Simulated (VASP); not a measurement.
A run of VASP 6.6.1 is set up as follows.

Contents of INCAR:

```
SYSTEM = Na
PREC = Accurate
ENCUT = 520
EDIFF = 1E-7
ISMEAR = -1
SIGMA = 0.1
LREAL = .FALSE.
LASPH = .TRUE.
NELM = 100
ALGO = Normal
ISIF = 2
LWAVE = .FALSE.
LCHARG = .TRUE.
GGA = CA
LELF = .TRUE.
LVHAR = .TRUE.
ISYM = 0
NBANDS = 14
```

Contents of KPOINTS:

```
Automatic mesh
0
G
  10 10 7
  0 0 0
```

POSCAR

```
Na
1.0
   -4.2623003973      4.2719670683      1.7587921152
    4.2719670683     -4.2623003973      1.7587921152
    2.2247610719      2.2247610719     -1.7410875895
Na
2
Direct
    0.0002158276      0.9997841724      0.0000000000
    0.7497841724      0.2502158276      0.5000000000
```

Potentials or basis: VASP PAW LDA potentials, release 64 (Na_pv).

Run with:

```console
$ cat potpaw_LDA.64/Na_pv/POTCAR > POTCAR
$ mpirun -np 1 vasp_std > vasp.out
```

(1) Estimate the pressure.

(2) Predict the band gap on the k mesh.

## Answers

(1) 0.0 GPa.

(2) zero (bands 7 and 8 overlap by 4.06 eV).
